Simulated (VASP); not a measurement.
Input of a VASP 6.6.1 run:

The input POSCAR:

```
SnTe
1.0
    0.0000000000      3.1508500000      3.1508500000
    3.1508500000      0.0000000000      3.1508500000
    3.1508500000      3.1508500000      0.0000000000
Te Sn
1 1
Direct
    0.5000000000      0.5000000000      0.5000000000
    0.0000000000      0.0000000000      0.0000000000
```

Contents of INCAR.step1:

```
PREC = Accurate
ENCUT = 520
ISMEAR = -1
SIGMA = 0.05
LREAL = False
LASPH = True
NELM = 80
NBANDS = 17
GGA = PE
ALGO = Normal
EDIFF = 1E-4
LWAVE = True
LCHARG = False
```

Contents of INCAR.step2:

```
PREC = Accurate
ENCUT = 520
EDIFF = 1E-7
ISMEAR = -1
SIGMA = 0.05
LREAL = False
LASPH = True
NELM = 80
ALGO = Normal
ISIF = 2
LWAVE = False
LCHARG = False
METAGGA = R2SCAN
LMIXTAU = True
NBANDS = 17
ISTART = 1
```

Contents of KPOINTS:

```
regular mesh
0
Gamma
  4 4 4
```

Potentials or basis: VASP PAW PBE potentials, release 64 (Te, Sn_d).

Run with:

```sh
$ cat potpaw_PBE.64/Te/POTCAR potpaw_PBE.64/Sn_d/POTCAR > POTCAR
$ cp INCAR.step1 INCAR
$ mpirun -np 1 vasp_std > vasp.out
$ cp INCAR.step2 INCAR
$ mpirun -np 1 vasp_std > vasp.out
```

Problem. Predict the band gap on the k mesh.

Solution. 0.03 eV, direct.

Problem. Predict the pressure.

Solution. 1.4 GPa.

Caveat: the k points lie up to 0.43 Å⁻¹ apart; the PAW data sets were made with another functional, which shifts forces and pressure a little; spin-orbit coupling is left out, which moves the levels of the heavy elements. A k mesh can miss the band edges.
